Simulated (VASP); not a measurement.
# Ca2C (Fm-3m) in VASP: single point with HSE06+D3(BJ)

Aim: the single point of Ca2C with HSE06+D3(BJ).

Everything below comes from runs of VASP 6.6.1. Logs are shortened: lines on timing, memory, paths and dates and some standing lists are left out, and cuts for length are marked.

## 1. The cell of the first run

It takes space group Fm-3m (No. 225, cubic). The conventional cell has a = 6.257 Å, b = 6.257 Å, c = 6.257 Å, α = 90.00°, β = 90.00°, γ = 90.00°. Within 3.6 Å of C (site symmetry m-3m) lie 8 Ca at 2.71 Å. Within 3.6 Å of Ca (site symmetry -43m) lie 4 C at 2.71 Å and 6 Ca at 3.13 Å.

## 2. Single point, HSE06+D3(BJ)

Contents of POSCAR:

```
Ca2C
1.0
    0.0000000000      3.1285803947      3.1285803947
    3.1285803947      0.0000000000      3.1285803947
    3.1285803947      3.1285803947      0.0000000000
C Ca
1 2
Direct
    0.0000000000      0.0000000000      0.0000000000
    0.2500000000      0.2500000000      0.2500000000
    0.7500000000      0.7500000000      0.7500000000
```

Contents of INCAR.step1:

```
PREC = Accurate
ENCUT = 520
EDIFF = 1E-5
ISMEAR = 0
SIGMA = 0.01
LREAL = False
LASPH = True
NELM = 120
ALGO = Normal
ISIF = 2
LWAVE = True
NBANDS = 19
GGA = PE
GGA_COMPAT = False
```

Contents of INCAR.step2:

```
PREC = Accurate
ENCUT = 520
EDIFF = 1E-6
ISMEAR = 0
SIGMA = 0.01
LREAL = False
LASPH = True
NELM = 120
ALGO = Normal
ISIF = 2
LWAVE = False
LCHARG = True
GGA = PE
LHFCALC = True
HFSCREEN = 0.2079
PRECFOCK = Normal
IVDW = 12
VDW_S6 = 1.0
VDW_S8 = 2.31
VDW_A1 = 0.383
VDW_A2 = 5.685
LELF = True
LVHAR = True
NBANDS = 19
ISTART = 1
GGA_COMPAT = False
```

Contents of KPOINTS:

```
Automatic mesh
0
Gamma
  4 4 4
```

Potentials or basis: VASP PAW PBE potentials, release 64 (C, Ca_sv).

Launch:

```console
> cat potpaw_PBE.64/C/POTCAR potpaw_PBE.64/Ca_sv/POTCAR > POTCAR
> cp INCAR.step1 INCAR
> mpirun -np 1 vasp_std > vasp.out
> cp INCAR.step2 INCAR
> mpirun -np 1 vasp_std > vasp.out
```

OUTCAR:

```text
PREC = Accurate
   ENCUT = 520
   EDIFF = 1E-6
   ISMEAR = 0
   LREAL = False
   LASPH = True
   NELM = 120
   ISIF = 2
   GGA = PE
   LHFCALC = True
   HFSCREEN = 0.2079
   PRECFOCK = Normal
   IVDW = 12
   ISTART = 1
 IVDW          = 12

 ion  position               nearest neighbor table
   1  0.000  0.000  0.000-
   2  0.250  0.250  0.250-   3 3.13   3 3.13   3 3.13   3 3.13   3 3.13   3 3.13
   3  0.750  0.750  0.750-   2 3.13   2 3.13   2 3.13   2 3.13   2 3.13   2 3.13

  LATTYP: Found a face centered cubic cell.
 ALAT       =     6.2571607894

  Lattice vectors:

 A1 = (   0.0000000000,   3.1285803947,   3.1285803947)
 A2 = (   3.1285803947,   0.0000000000,   3.1285803947)
 A3 = (   3.1285803947,   3.1285803947,   0.0000000000)

Analysis of symmetry for initial positions (statically):
=====================================================================
 Subroutine PRICEL returns:
 Original cell was already a primitive cell.

 Routine SETGRP: Setting up the symmetry group for a
 face centered cubic supercell.

 Subroutine GETGRP returns: Found 48 space group operations
 (whereof 48 operations were pure point group operations)
 out of a pool of 48 trial point group operations.

The static configuration has the point symmetry O_h .

Analysis of symmetry for dynamics (positions and initial velocities):
=====================================================================
 Subroutine PRICEL returns:
 Original cell was already a primitive cell.

 Routine SETGRP: Setting up the symmetry group for a
 face centered cubic supercell.

 Subroutine GETGRP returns: Found 48 space group operations
 (whereof 48 operations were pure point group operations)
 out of a pool of 48 trial point group operations.

The dynamic configuration has the point symmetry O_h .

 Subroutine INISYM returns: Found 48 space group operations
 (whereof 48 operations are pure point group operations),
 and found     1 'primitive' translations

----------------------------------------------------------------------------------------

                                     Primitive cell

  volume of cell :      61.2452

  direct lattice vectors                    reciprocal lattice vectors
     0.000000000  3.128580395  3.128580395    -0.159816894  0.159816894  0.159816894
     3.128580395  0.000000000  3.128580395     0.159816894 -0.159816894  0.159816894
     3.128580395  3.128580395  0.000000000     0.159816894  0.159816894 -0.159816894

  length of vectors
     4.424480825  4.424480825  4.424480825     0.276810980  0.276810980  0.276810980

  position of ions in fractional coordinates (direct lattice)
     0.000000000  0.000000000  0.000000000
     0.250000000  0.250000000  0.250000000
     0.750000000  0.750000000  0.750000000

  ion indices of the primitive-cell ions
   primitive index   ion index
                 1           1
                 2           2
                 3           3

----------------------------------------------------------------------------------------

 KPOINTS: Automatic mesh

Automatic generation of k-mesh.
 Grid dimensions read from file:
 generate k-points for:    4    4    4

 Generating k-lattice:

  Cartesian coordinates                     Fractional coordinates (reciprocal lattice)
    -0.039954223  0.039954223  0.039954223     0.250000000  0.000000000  0.000000000
     0.039954223 -0.039954223  0.039954223     0.000000000  0.250000000  0.000000000
     0.039954223  0.039954223 -0.039954223     0.000000000  0.000000000  0.250000000

  Length of vectors
     0.069202745  0.069202745  0.069202745

  Shift w.r.t. Gamma in fractional coordinates (k-lattice)
     0.000000000  0.000000000  0.000000000

 Subroutine IBZKPT returns following result:
 ===========================================

 Found      8 irreducible k-points:

 Following reciprocal coordinates:
            Coordinates               Weight
  0.000000  0.000000  0.000000      1.000000
  0.250000  0.000000  0.000000      8.000000
  0.500000  0.000000  0.000000      4.000000
  0.250000  0.250000  0.000000      6.000000
  0.500000  0.250000  0.000000     24.000000
 -0.250000  0.250000  0.000000     12.000000
  0.500000  0.500000  0.000000      3.000000
 -0.250000  0.500000  0.250000      6.000000
   k-points           NKPTS =      8   k-points in BZ     NKDIM =     64   number of bands    NBANDS=     19
   number of dos      NEDOS =    301   number of ions     NIONS =      3
   total plane-waves  NPLWV =  46656
   dimension x,y,z NGX =    36 NGY =   36 NGZ =   36
   dimension x,y,z NGXF=    72 NGYF=   72 NGZF=   72
   ions per type =               1   2
   NGX,Y,Z   is equivalent  to a cutoff of  13.53, 13.53, 13.53 a.u.
   NGXF,Y,Z  is equivalent  to a cutoff of  27.05, 27.05, 27.05 a.u.
 SYSTEM =  unknown system
   PREC   = accura    normal or accurate (medium, high low for compatibility)
   ISTART =      1    job   : 0-new  1-cont  2-samecut
   ICHARG =      0    charge: 1-file 2-atom 10-const
   ISPIN  =      1    spin polarized calculation?
   LNONCOLLINEAR =      F non collinear calculations
   LSORBIT =      F    spin-orbit coupling
   LASPH  =      T    aspherical Exc in radial PAW
   ENCUT  =  520.0 eV  38.22 Ry    6.18 a.u.   8.23  8.23  8.23*2*pi/ulx,y,z
   NELM   =    120;   NELMIN=  2; NELMDL=  0     # of ELM steps
   EDIFF  = 0.1E-05   stopping-criterion for ELM
   LREAL  =      F    real-space projection
   EDIFFG = 0.1E-04   stopping-criterion for IOM
   NSW    =      0    number of steps for IOM
   IBRION =     -1    ionic relax: 0-MD 1-quasi-New 2-CG
   NFREE  =      0    steps in history (QN), initial steepest desc. (CG)
   ISIF   =      2    stress and relaxation
   ISYM   =      3    0-nonsym 1-usesym 2-fastsym
   POTIM  = 0.5000    time-step for ionic-motion
   TEBEG  =    0.0;   TEEND  =   0.0 temperature during run
   PSTRESS=    0.0 pullay stress
   NELECT =      24.0000    total number of electrons
   NUPDOWN=      -1.0000    fix difference up-down
   EMIN   =  10.00;   EMAX   =-10.00  energy-range for DOS
   EFERMI =   0.00;   METHOD = LEGACY
   ISMEAR =     0;   SIGMA  =   0.01  broadening in eV -4-tet -1-fermi 0-gaus
   EFERMI_NEDOS =   21; number of points for ismear=-14 and -15
   IALGO  =     38    algorithm
   IMIX   =      1    mixing-type and parameters
     AMIX     =   0.40;   BMIX     =  1.00
     AMIX_MAG =   1.60;   BMIX_MAG =  1.00
  volume/ion in A,a.u.               =      20.42       137.77
  Fermi-wavevector in a.u.,A,eV,Ry     =   1.197994  2.263880 19.526936  1.435189
  Thomas-Fermi vector in A             =   2.333894
   LORBIT       =      0    0 simple, 1 ext, 2 COOP (PROOUT), +10 PAW based schemes
   GGA     = PE    functional components
   LHFCALC =     T    Hartree Fock is set to
   PRECFOCK=normal    Normal, Fast or Accurate (Low or Medium for compatibility)
   ENCUT4O =  -1.0   cutoff for four orbital integrals eV
   NKREDX  =     1    reduce k-point grid by
   NKREDY  =     1    reduce k-point grid by
   NKREDZ  =     1    reduce k-point grid by
   AEXX    =    0.2500 exact exchange contribution
   HFSCREEN=    0.2079 screening length (either q_TF or 0.3 A-1)
   HFSCREENC=   0.2079 screening length for correlation (either q_TF or 0.3 A-1)
   ENCUTFOCK=  -1.0 apply spherical cutoff to Coloumb kernel
   IVDW    =    12    specifies the selected vdW correction
   LEPSILON=     F    determine dielectric tensor
   LRPA    =     F    only Hartree local field effects (RPA)
 non-spin polarized calculation
 Gauss-broadening in eV      SIGMA  =   0.01
  energy-cutoff  :      520.00
  volume of cell :       61.25
 maximum number of plane-waves:      1676
 NGX is ok and might be reduce to    36
  NGX = 28; NGY = 28; NGZ = 28

 number of electron      24.0000003 magnetization

 Free energy of the ion-electron system (eV)
  ---------------------------------------------------
  ext. energy  EPLUGINS =         0.00000000
  ---------------------------------------------------
  free energy    TOTEN  =       -13.07962830 eV

  energy without entropy =      -13.07962830  energy(sigma->0) =      -13.07962830

 E-fermi :   2.9520     XC(G=0):  -7.8760

 val. band max:        2.8566541512   @ k =   0.5000   0.5000   0.0000
 cond. band min:       3.6755079670   @ k =   0.5000   0.5000   0.0000
 fundamental gap:      0.8188538158
 Fermi energy:         2.9519558535

 k-point     1 :       0.0000    0.0000    0.0000
  band No.  band energies     occupation
      1     -40.6153      2.00000
      2     -40.3968      2.00000
      3     -20.3054      2.00000
      4     -20.3054      2.00000
      5     -20.3054      2.00000
      6     -19.8566      2.00000
[... 11 lines left out ...]
     18      10.0359      0.00000
     19      11.1324      0.00000

 k-point     2 :       0.2500    0.0000    0.0000
  band No.  band energies     occupation
      1     -40.5819      2.00000
      2     -40.4274      2.00000
      3     -20.2728      2.00000
      4     -20.2483      2.00000
      5     -20.2483      2.00000
      6     -19.9636      2.00000
[... 11 lines left out ...]
     18       9.4259      0.00000
     19      10.2879      0.00000

 k-point     3 :       0.5000    0.0000    0.0000
  band No.  band energies     occupation
      1     -40.5033      2.00000
      2     -40.5032      2.00000
      3     -20.1684      2.00000
      4     -20.1411      2.00000
      5     -20.1039      2.00000
      6     -20.1039      2.00000
[... 11 lines left out ...]
     18       8.7528      0.00000
     19       8.8505      0.00000

 k-point     4 :       0.2500    0.2500    0.0000
  band No.  band energies     occupation
      1     -40.5768      2.00000
      2     -40.4312      2.00000
      3     -20.3615      2.00000
      4     -20.3615      2.00000
      5     -20.2129      2.00000
      6     -20.0275      2.00000
[... 11 lines left out ...]
     18       8.8882      0.00000
     19       9.7001      0.00000

 k-point     5 :       0.5000    0.2500    0.0000
  band No.  band energies     occupation
      1     -40.5282      2.00000
      2     -40.4767      2.00000
      3     -20.4196      2.00000
      4     -20.3403      2.00000
      5     -20.3218      2.00000
      6     -19.8984      2.00000
[... 11 lines left out ...]
     18       9.3595      0.00000
     19       9.7665      0.00000

 k-point     6 :      -0.2500    0.2500    0.0000
  band No.  band energies     occupation
      1     -40.5395      2.00000
      2     -40.4667      2.00000
      3     -20.4239      2.00000
      4     -20.1840      2.00000
      5     -20.1411      2.00000
      6     -20.0861      2.00000
[... 11 lines left out ...]
     18       9.2311      0.00000
     19       9.3233      0.00000

 k-point     7 :       0.5000    0.5000    0.0000
  band No.  band energies     occupation
      1     -40.5380      2.00000
      2     -40.4652      2.00000
      3     -20.5491      2.00000
      4     -20.4165      2.00000
      5     -20.4165      2.00000
      6     -19.7936      2.00000
[... 11 lines left out ...]
     18       9.4092      0.00000
     19       9.4092      0.00000

 k-point     8 :      -0.2500    0.5000    0.2500
  band No.  band energies     occupation
      1     -40.5018      2.00000
      2     -40.5018      2.00000
      3     -20.4978      2.00000
      4     -20.4693      2.00000
      5     -20.1123      2.00000
      6     -20.1123      2.00000
[... 11 lines left out ...]
     18       8.6303      0.00000
     19      10.1549      0.00000

------------------------ aborting loop because EDIFF is reached ----------------------------------------

 Edisp (eV)   -1.17772

 E8    (eV) :    -0.8207

  FORCE on cell =-STRESS in cart. coord.  units (eV):
  Direction    XX          YY          ZZ          XY          YZ          ZX
  --------------------------------------------------------------------------------------
  -------------------------------------------------------------------------------------
  Total      -0.97476    -0.97476    -0.97476    -0.00000    -0.00000     0.00000
  in kB     -25.49989   -25.49989   -25.49989    -0.00000    -0.00000     0.00000
  external pressure =      -25.50 kB  Pullay stress =        0.00 kB

 VOLUME and BASIS-vectors are now :
 -----------------------------------------------------------------------------
  energy-cutoff  :      520.00
  volume of cell :       61.25
      direct lattice vectors                 reciprocal lattice vectors
     0.000000000  3.128580395  3.128580395    -0.159816894  0.159816894  0.159816894
     3.128580395  0.000000000  3.128580395     0.159816894 -0.159816894  0.159816894
     3.128580395  3.128580395  0.000000000     0.159816894  0.159816894 -0.159816894

 POSITION                                       TOTAL-FORCE (eV/Angst)
 -----------------------------------------------------------------------------------
      0.00000      0.00000      0.00000        -0.000000     -0.000000     -0.000000
      1.56429      1.56429      1.56429        -0.000000     -0.000000     -0.000000
      4.69287      4.69287      4.69287         0.000000      0.000000      0.000000
 -----------------------------------------------------------------------------------
    total drift:                                0.000004      0.000004      0.000004

  FREE ENERGIE OF THE ION-ELECTRON SYSTEM (eV)
  ---------------------------------------------------
  free  energy   TOTEN  =       -14.2573482631 eV

  energy  without entropy=      -14.2573482631  energy(sigma->0) =      -14.25734826
```

Run time: 9.1 min. Hardware: 1 thread of AMD EPYC 9R45 (Zen 5), shared host; peak memory 0.29 GiB.

What came out:

```
Free energy                : -14.2573 eV
Pressure                   : -2.5 GPa
Band gap on the k mesh     : 0.82 eV
Dispersion energy per atom : -0.393 eV
```

Caveat: the k points lie up to 0.43 Å⁻¹ apart; the PAW data sets were made with another functional, which shifts forces and pressure a little.
